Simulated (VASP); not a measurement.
The system is Sc.

```
Sc
1.0
     3.32807    0.00000    0.00000
    -1.66404    2.88219    0.00000
     0.00000    0.00000    5.21215
Sc
2
Direct
  0.33333 0.66667 0.25000
  0.66667 0.33333 0.75000
```

Base run:

- Program: VASP 6.6.1
- Functional: r2SCAN
- Potentials or basis: VASP PAW PBE potentials, release 64 (Sc_sv)
- Cutoff: 520 eV
- k mesh: 11 × 11 × 6
- Occupations: gaussian, width 1 eV
- Spin: no spin polarisation

Its results: band gap on the k mesh zero (bands 11 and 12 overlap by 1.53 eV); pressure 1.8 GPa.

Question: The run is repeated on the same cell with these changes: occupations from gaussian, width 1 eV to gaussian, width 0.3 eV. What comes out?

Answer: Band gap on the k mesh zero (bands 11 and 12 overlap by 1.52 eV); pressure 0.3 GPa.

Caveats: so wide a smearing shifts energies and pressures; the PAW data sets were made with another functional, which shifts forces and pressure a little.
